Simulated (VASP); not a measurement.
Set up this calculation in VASP 6.6.1, as the native input.

* Task: single point
* Functional: PBE
* Potentials or basis: VASP PAW PBE potentials, release 64 (Zn)
* Cutoff: 520 eV
* k mesh: 9 × 9 × 13
* Occupations: fermi-dirac, width 0.05 eV
* Spin: no spin polarisation
* Dipole correction: no
* Further INCAR settings: ALGO = Normal; EDIFF = 1e-07; NBANDS = 25

The structure of Zn lies in POSCAR:

```
Zn
1.0
    3.9840595150      0.0000000000      0.0000000000
   -1.9920297575      3.4502967502      0.0000000000
    0.0000000000      0.0000000000      2.4121586852
Zn
3
Direct
    0.0000000000      0.0000000000      0.0000000000
    0.3333333333      0.6666666667      0.5000000000
    0.6666666667      0.3333333333      0.5000000000
```

These files were run (other wordings do the same):

INCAR

```
PREC     = Accurate       # precision mode
ENCUT    = 520            # plane-wave cutoff, eV
EDIFF    = 1E-7           # SCF threshold, eV
ISMEAR   = -1             # smearing method
SIGMA    = 0.05           # smearing width, eV
LREAL    = F              # projectors in reciprocal space
LASPH    = T              # aspherical terms in the spheres
NELM     = 80             # most SCF steps
ALGO     = Normal         # electronic algorithm
ISIF     = 2              # what is computed and relaxed
LWAVE    = F              # write WAVECAR
LCHARG   = F              # write CHGCAR
GGA      = PE             # functional
NBANDS   = 25             # bands
```

KPOINTS

```
regular mesh
0
Gamma
  9 9 13
```

Potentials or basis: VASP PAW PBE potentials, release 64 (Zn).

Run with:

```console
$ cat potpaw_PBE.64/Zn/POTCAR > POTCAR
$ mpirun -np 1 vasp_std > vasp.out
```

Results of the run:

```yaml
Pressure: 55.1 GPa
Band_gap_on_the_k_mesh: zero (band 18 reaches 10.84 eV, above the bottom of band 19 at 5.54 eV)
```

Run time: 88 s on 1 thread of Intel Xeon 8259CL (shared host), peak memory 0.18 GiB.
